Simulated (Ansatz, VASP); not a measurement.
# Ag2As: VASP beside Ansatz

```
CELL_PARAMETERS angstrom
4.80531 0.00000 0.00000
-2.40265 4.16152 0.00000
0.00000 0.00000 2.84968
ATOMIC_POSITIONS crystal
Ag 0.33333 0.66667 0.50000
Ag 0.66667 0.33333 0.50000
As 0.00000 0.00000 0.00000
```

Change from the starting cell: species swapped into the AgB2 type (P6/mmm, No. 191).

Alike in both runs: functional PBE; k mesh 12 × 12 × 16; occupations gaussian, width 0.1 eV; no spin polarisation.

Ansatz relaxed the structure, and its values are those at the end. VASP's run is a single point on that final structure, the one shown.

|  | VASP | Ansatz |
| --- | --- | --- |
| version | VASP 6.6.1 | Ansatz 0.2.0 |
| potentials or method | VASP PAW PBE potentials, release 64 (Ag, As), cutoff 520 eV | scalar-relativistic, plane waves, PAW |
| valence electrons in the cell | 27 | 53 |

```tsv
	VASP	Ansatz	Ansatz less VASP
gap on the k mesh at the Fermi level (eV)	none	none	-
pressure (GPa)	-0.1	0.0	+0.06
```

A gap of «none» marks a metal or a gap that the smearing closes. The functional is the same, so the differences come from potentials, cutoffs and numerics. VASP's potentials hold 27 valence electrons a cell and Ansatz's 53, so a difference there can come from the potentials and not from the codes.
